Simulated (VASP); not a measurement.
# Mo (R-3m) in VASP: a series of runs

Runs on Mo. Level: PBE. Tasks: electric field gradients.

Program: VASP 6.6.1. These are calculated values, not measurements. Logs are shortened: lines on timing, memory, paths and dates and some standing lists are left out, and cuts for length are marked.

## 1. The cell of the first run

The structure is trigonal, space group R-3m (No. 166). Conventional cell: a = 2.864 Å, b = 2.864 Å, c = 6.910 Å, α = 90.00°, β = 90.00°, γ = 120.00°. Mo (site symmetry -3m) has 12 Mo at 2.84 to 2.86 Å within 3.7 Å.

## 2. Electric field gradients, PBE (equal xy, yz and zx shear strains of -1 %)

Contents of INCAR:

```
SYSTEM = Mo
  PREC = Accurate
  ENCUT = 520
  EDIFF = 1E-8
  ISMEAR = -1
  SIGMA = 0.08
  LREAL = .FALSE.
  LASPH = .TRUE.
  NELM = 60
  ALGO = Normal
  ISIF = 2
  LWAVE = .FALSE.
  LCHARG = .FALSE.
  GGA = PE
  LEFG = .TRUE.
  NBANDS = 13
```

Contents of KPOINTS:

```
Automatic mesh
0
G
  17 17 17
  0 0 0
```

Contents of POSCAR:

```
Mo
1.0
   -0.0201500000      2.0049250000      2.0049250000
    2.0049250000     -0.0201500000      2.0049250000
    2.0049250000      2.0049250000     -0.0201500000
Mo
1
Direct
    0.0000000000      0.0000000000      0.0000000000
```

Potentials or basis: VASP PAW PBE potentials, release 64 (Mo_sv).

The run is started by

```console
> cat potpaw_PBE.64/Mo_sv/POTCAR > POTCAR
> mpirun -np 1 vasp_std > vasp.out
```

OUTCAR:

```text
SYSTEM = Mo
   PREC = Accurate
   ENCUT = 520
   EDIFF = 1E-8
   ISMEAR = -1
   LREAL = .FALSE.
   LASPH = .TRUE.
   NELM = 60
   ISIF = 2
   GGA = PE

 ion  position               nearest neighbor table
   1  0.000  0.000  0.000-

  LATTYP: Found a trigonal (rhomboedric) cell.
 ALAT       =     2.8354637246
 COS(alpha) =     0.4899250057

  Lattice vectors:

 A1 = (  -0.0201500000,   2.0049250000,   2.0049250000)
 A2 = (   2.0049250000,  -0.0201500000,   2.0049250000)
 A3 = (   2.0049250000,   2.0049250000,  -0.0201500000)

Analysis of symmetry for initial positions (statically):
=====================================================================
 Subroutine PRICEL returns:
 Original cell was already a primitive cell.

 Routine SETGRP: Setting up the symmetry group for a
 trigonal (rhombohedral) supercell.

 Subroutine GETGRP returns: Found 12 space group operations
 (whereof 12 operations were pure point group operations)
 out of a pool of 12 trial point group operations.

The static configuration has the point symmetry D_3d.

Analysis of symmetry for dynamics (positions and initial velocities):
=====================================================================
 Subroutine PRICEL returns:
 Original cell was already a primitive cell.

 Routine SETGRP: Setting up the symmetry group for a
 trigonal (rhombohedral) supercell.

 Subroutine GETGRP returns: Found 12 space group operations
 (whereof 12 operations were pure point group operations)
 out of a pool of 12 trial point group operations.

The dynamic configuration has the point symmetry D_3d.

 Subroutine INISYM returns: Found 12 space group operations
 (whereof 12 operations are pure point group operations),
 and found     1 'primitive' translations

----------------------------------------------------------------------------------------

                                     Primitive cell

  volume of cell :      16.3615

  direct lattice vectors                    reciprocal lattice vectors
    -0.020150000  2.004925000  2.004925000    -0.245657444  0.248151428  0.248151428
     2.004925000 -0.020150000  2.004925000     0.248151428 -0.245657444  0.248151428
     2.004925000  2.004925000 -0.020150000     0.248151428  0.248151428 -0.245657444

  length of vectors
     2.835463725  2.835463725  2.835463725     0.428375818  0.428375818  0.428375818

  position of ions in fractional coordinates (direct lattice)
     0.000000000  0.000000000  0.000000000

  ion indices of the primitive-cell ions
   primitive index   ion index
                 1           1

----------------------------------------------------------------------------------------

 KPOINTS: Automatic mesh

Automatic generation of k-mesh.
 Grid dimensions read from file:
 generate k-points for:   17   17   17

 Generating k-lattice:

  Cartesian coordinates                     Fractional coordinates (reciprocal lattice)
    -0.014450438  0.014597143  0.014597143     0.058823529  0.000000000 -0.000000000
     0.014597143 -0.014450438  0.014597143     0.000000000  0.058823529 -0.000000000
     0.014597143  0.014597143 -0.014450438     0.000000000  0.000000000  0.058823529

  Length of vectors
     0.025198578  0.025198578  0.025198578

  Shift w.r.t. Gamma in fractional coordinates (k-lattice)
     0.000000000  0.000000000  0.000000000

 Subroutine IBZKPT returns following result:
 ===========================================

 Found    489 irreducible k-points:

 Following reciprocal coordinates:
            Coordinates               Weight
  0.000000  0.000000  0.000000      1.000000
  0.058824 -0.000000 -0.000000      6.000000
  0.117647  0.000000  0.000000      6.000000
  0.176471 -0.000000 -0.000000      6.000000
  0.235294  0.000000  0.000000      6.000000
  0.294118 -0.000000 -0.000000      6.000000
[... 16 lines left out ...]
 -0.176471  0.058824 -0.000000     12.000000
 -0.117647  0.058824 -0.000000     12.000000
 [... further k-points ...]
   k-points           NKPTS =    489   k-points in BZ     NKDIM =    489   number of bands    NBANDS=     13
   number of dos      NEDOS =    301   number of ions     NIONS =      1
   total plane-waves  NPLWV =  13824
   dimension x,y,z NGX =    24 NGY =   24 NGZ =   24
   dimension x,y,z NGXF=    48 NGYF=   48 NGZF=   48
   ions per type =               1
   NGX,Y,Z   is equivalent  to a cutoff of  14.07, 14.07, 14.07 a.u.
   NGXF,Y,Z  is equivalent  to a cutoff of  28.14, 28.14, 28.14 a.u.
 SYSTEM =  Mo
   PREC   = accura    normal or accurate (medium, high low for compatibility)
   ISTART =      0    job   : 0-new  1-cont  2-samecut
   ICHARG =      2    charge: 1-file 2-atom 10-const
   ISPIN  =      1    spin polarized calculation?
   LNONCOLLINEAR =      F non collinear calculations
   LSORBIT =      F    spin-orbit coupling
   LASPH  =      T    aspherical Exc in radial PAW
   ENCUT  =  520.0 eV  38.22 Ry    6.18 a.u.   5.27  5.27  5.27*2*pi/ulx,y,z
   NELM   =     60;   NELMIN=  2; NELMDL= -5     # of ELM steps
   EDIFF  = 0.1E-07   stopping-criterion for ELM
   LREAL  =      F    real-space projection
   EDIFFG = 0.1E-06   stopping-criterion for IOM
   NSW    =      0    number of steps for IOM
   IBRION =     -1    ionic relax: 0-MD 1-quasi-New 2-CG
   NFREE  =      0    steps in history (QN), initial steepest desc. (CG)
   ISIF   =      2    stress and relaxation
   ISYM   =      2    0-nonsym 1-usesym 2-fastsym
   POTIM  = 0.5000    time-step for ionic-motion
   TEBEG  =    0.0;   TEEND  =   0.0 temperature during run
   PSTRESS=    0.0 pullay stress
   NELECT =      14.0000    total number of electrons
   NUPDOWN=      -1.0000    fix difference up-down
   EMIN   =  10.00;   EMAX   =-10.00  energy-range for DOS
   EFERMI =   0.00;   METHOD = LEGACY
   ISMEAR =    -1;   SIGMA  =   0.08  broadening in eV -4-tet -1-fermi 0-gaus
   EFERMI_NEDOS =   21; number of points for ismear=-14 and -15
   IALGO  =     38    algorithm
   IMIX   =      4    mixing-type and parameters
     AMIX     =   0.40;   BMIX     =  1.00
     AMIX_MAG =   1.60;   BMIX_MAG =  1.00
  volume/ion in A,a.u.               =      16.36       110.41
  Fermi-wavevector in a.u.,A,eV,Ry     =   1.554211  2.937033 32.865857  2.415572
  Thomas-Fermi vector in A             =   2.658330
   LORBIT       =      0    0 simple, 1 ext, 2 COOP (PROOUT), +10 PAW based schemes
   GGA     = PE    functional components
   LHFCALC =     F    Hartree Fock is set to
   AEXX    =    0.0000 exact exchange contribution
   IVDW    =     0    specifies the selected vdW correction
   LEPSILON=     F    determine dielectric tensor
   LRPA    =     F    only Hartree local field effects (RPA)
 non-spin polarized calculation
  energy-cutoff  :      520.00
  volume of cell :       16.36
 maximum number of plane-waves:       451
 NGX is ok and might be reduce to    24
   NGX = 11   NGY = 11   NGZ = 11

 number of electron      14.0000001 magnetization

 Free energy of the ion-electron system (eV)
  ---------------------------------------------------
  ext. energy  EPLUGINS =         0.00000000
  ---------------------------------------------------
  free energy    TOTEN  =       -10.52278296 eV

  energy without entropy =      -10.49400775  energy(sigma->0) =      -10.50839535

 E-fermi :  11.4750     XC(G=0): -13.1166

 val. band max:       11.4700092338   @ k =  -0.1176   0.1176   0.0000
 cond. band min:      11.4790567116   @ k =  -0.4706  -0.4706   0.3529
 fundamental gap:      0.0090474778
 Fermi energy:        11.4750312787

 k-point     1 :       0.0000    0.0000    0.0000
  band No.  band energies     occupation
      1     -49.2568      2.00000
      2     -22.6547      2.00000
      3     -22.6547      2.00000
      4     -22.6176      2.00000
      5       4.7978      2.00000
      6      10.7033      1.99987
      7      10.7033      1.99987
      8      10.9417      1.99746
      9      13.3833      0.00000
     10      13.3833      0.00000
     11      24.5516      0.00000
     12      29.5813      0.00000
     13      29.5813      0.00000

 k-point     2 :       0.0588   -0.0000   -0.0000
  band No.  band energies     occupation
      1     -49.2500      2.00000
      2     -22.6954      2.00000
      3     -22.6598      2.00000
      4     -22.6257      2.00000
      5       4.9351      2.00000
      6      10.6261      1.99995
      7      10.7610      1.99973
      8      10.9911      1.99529
      9      13.3348      0.00000
     10      13.3371      0.00000
     11      24.8125      0.00000
[... 339 lines left out ...]
 k-point    24 :      -0.1176    0.0588   -0.0000
  band No.  band energies     occupation
      1     -49.2168      2.00000
      2     -22.8884      2.00000
      3     -22.7087      2.00000
      4     -22.6468      2.00000
      5       5.6141      2.00000
      6      10.2134      2.00000
      7      11.0301      1.99234
      8      11.2646      1.86565
      9      12.9375      0.00000
     10      13.4513      0.00000
     11      26.0069      0.00000
     12      27.4384      0.00000
     13      30.4440      0.00000

 [... further k-points ...]
[... 5 lines left out ...]
  --------------------------------------------------------------------------------------
  -------------------------------------------------------------------------------------
  Total       -0.4214813     -0.4214813     -0.4214813     -0.0483289     -0.0483289     -0.0483289
  in kB      -41.2730363    -41.2730363    -41.2730363     -4.7325450     -4.7325450     -4.7325450
  external PRESSURE =     -41.2730363 kB  Pullay stress =       0.0000000 kB

 VOLUME and BASIS-vectors are now :
 -----------------------------------------------------------------------------
  energy-cutoff  :      520.00
  volume of cell :       16.36
      direct lattice vectors                 reciprocal lattice vectors
    -0.020150000  2.004925000  2.004925000    -0.245657444  0.248151428  0.248151428
     2.004925000 -0.020150000  2.004925000     0.248151428 -0.245657444  0.248151428
     2.004925000  2.004925000 -0.020150000     0.248151428  0.248151428 -0.245657444

 POSITION                                       TOTAL-FORCE (eV/Angst)
 -----------------------------------------------------------------------------------
      0.00000      0.00000      0.00000         0.000000     -0.000000     -0.000000
 -----------------------------------------------------------------------------------
    total drift:                               -0.000000     -0.000000     -0.000000

  FREE ENERGIE OF THE ION-ELECTRON SYSTEM (eV)
  ---------------------------------------------------
  free  energy   TOTEN  =       -10.5227829614 eV

  energy  without entropy=      -10.4940077481  energy(sigma->0) =      -10.50839535

 Electric field gradients (V/A^2)
---------------------------------------------------------------------
 ion       V_xx      V_yy      V_zz      V_xy      V_xz      V_yz
---------------------------------------------------------------------
   1      -0.000     0.000    -0.000     0.427     0.427     0.427
---------------------------------------------------------------------

 Electric field gradients after diagonalization (V/A^2)
 (convention: |V_zz| > |V_xx| > |V_yy|)
----------------------------------------------------------------------
 ion       V_xx      V_yy      V_zz     asymmetry (V_yy - V_xx)/ V_zz
----------------------------------------------------------------------
   1      -0.427    -0.427     0.854       0.000
----------------------------------------------------------------------

           NMR quadrupolar parameters

 Cq : quadrupolar parameter    Cq=e*Q*V_zz/h
 eta: asymmetry parameters     (V_yy - V_xx)/ V_zz
 Q  : nuclear electric quadrupole moment in mb (millibarn)
----------------------------------------------------------------------
 ion       Cq(MHz)       eta       Q (mb)
----------------------------------------------------------------------
   1       0.002       0.000       1.000
----------------------------------------------------------------------
```

It took 36 s on 1 thread of Intel Xeon 6975P-C (Granite Rapids), shared host; peak memory 0.21 GiB.

What came out:

- Free energy: -10.5228 eV
- Pressure: -4.1 GPa
- Band gap on the k mesh: zero (band 7 reaches 15.23 eV, above the bottom of band 8 at 10.84 eV)

Electric field gradients, principal values (V/Å²):
| atom | least | middle | greatest (by size) |
| --- | --- | --- | --- |
| 1 Mo | -0.427 | -0.427 | 0.854 |

Caveat: the cell differs from its parent crystal (equal xy, yz and zx shear strains of -1 %); without QUAD_EFG the Cq values of the log hold for a quadrupole moment of 1 mb, not for the nuclei.

## 3. Electric field gradients, PBE (equal xy, yz and zx shear strains of +3 %)

Contents of INCAR:

```
PREC = Accurate
ENCUT = 400
EDIFF = 1E-8
ISMEAR = -1
SIGMA = 0.08
LREAL = F
LASPH = T
NELM = 120
ALGO = Normal
ISIF = 2
LWAVE = F
LCHARG = F
GGA = PE
LEFG = T
NBANDS = 13
GGA_COMPAT = F
```

Contents of KPOINTS:

```
Automatic mesh
0
Gamma
  17 17 17
```

Contents of POSCAR:

```
Mo
1.0
    0.0604500000      2.0452250000      2.0452250000
    2.0452250000      0.0604500000      2.0452250000
    2.0452250000      2.0452250000      0.0604500000
Mo
1
Direct
    0.0000000000      0.0000000000      0.0000000000
```

Potentials or basis: VASP PAW PBE potentials, release 64 (Mo_sv).

The run is started by

```console
> cat potpaw_PBE.64/Mo_sv/POTCAR > POTCAR
> mpirun -np 1 vasp_std > vasp.out
```

OUTCAR:

```text
PREC = Accurate
   ENCUT = 400
   EDIFF = 1E-8
   ISMEAR = -1
   LREAL = F
   LASPH = T
   NELM = 120
   ISIF = 2
   GGA = PE

 ion  position               nearest neighbor table
   1  0.000  0.000  0.000-

  LATTYP: Found a trigonal (rhomboedric) cell.
 ALAT       =     2.8930165578
 COS(alpha) =     0.5293254421

  Lattice vectors:

 A1 = (   0.0604500000,   2.0452250000,   2.0452250000)
 A2 = (   2.0452250000,   0.0604500000,   2.0452250000)
 A3 = (   2.0452250000,   2.0452250000,   0.0604500000)

Analysis of symmetry for initial positions (statically):
=====================================================================
 Subroutine PRICEL returns:
 Original cell was already a primitive cell.

[... 566 lines left out ...]
  in kB      -44.9427069    -44.9427069    -44.9427069      0.7961051      0.7961051      0.7961051
  external PRESSURE =     -44.9427069 kB  Pullay stress =       0.0000000 kB

 VOLUME and BASIS-vectors are now :
 -----------------------------------------------------------------------------
  energy-cutoff  :      400.00
  volume of cell :       16.35
      direct lattice vectors                 reciprocal lattice vectors
     0.060450000  2.045225000  2.045225000    -0.255586428  0.248249019  0.248249019
     2.045225000  0.060450000  2.045225000     0.248249019 -0.255586428  0.248249019
     2.045225000  2.045225000  0.060450000     0.248249019  0.248249019 -0.255586428

 POSITION                                       TOTAL-FORCE (eV/Angst)
 -----------------------------------------------------------------------------------
      0.00000      0.00000      0.00000         0.000000     -0.000000      0.000000
 -----------------------------------------------------------------------------------
    total drift:                                0.000000      0.000000      0.000000

  FREE ENERGIE OF THE ION-ELECTRON SYSTEM (eV)
  ---------------------------------------------------
  free  energy   TOTEN  =       -10.5231915856 eV

  energy  without entropy=      -10.4952920915  energy(sigma->0) =      -10.50924184

 Electric field gradients (V/A^2)
---------------------------------------------------------------------
 ion       V_xx      V_yy      V_zz      V_xy      V_xz      V_yz
---------------------------------------------------------------------
   1       0.000    -0.000     0.000     2.715     2.715     2.715
---------------------------------------------------------------------

 Electric field gradients after diagonalization (V/A^2)
 (convention: |V_zz| > |V_xx| > |V_yy|)
----------------------------------------------------------------------
 ion       V_xx      V_yy      V_zz     asymmetry (V_yy - V_xx)/ V_zz
----------------------------------------------------------------------
   1      -2.715    -2.715     5.431       0.000
----------------------------------------------------------------------

           NMR quadrupolar parameters

 Cq : quadrupolar parameter    Cq=e*Q*V_zz/h
 eta: asymmetry parameters     (V_yy - V_xx)/ V_zz
 Q  : nuclear electric quadrupole moment in mb (millibarn)
----------------------------------------------------------------------
 ion       Cq(MHz)       eta       Q (mb)
----------------------------------------------------------------------
   1       0.013       0.000       1.000
----------------------------------------------------------------------
```

It took 2.2 min on 1 thread of Intel Xeon 8259CL, shared host; peak memory 0.18 GiB.

What came out:

```
Free energy            : -10.5232 eV
Pressure               : -4.5 GPa
Band gap on the k mesh : zero (band 7 reaches 15.24 eV, above the bottom of band 8 at 10.94 eV)
```

Electric field gradients, principal values (V/Å²):
```tsv
atom	least	middle	greatest (by size)
1 Mo	-2.715	-2.715	5.431
```

Caveat: the cell differs from its parent crystal (equal xy, yz and zx shear strains of +3 %); without QUAD_EFG the Cq values of the log hold for a quadrupole moment of 1 mb, not for the nuclei.
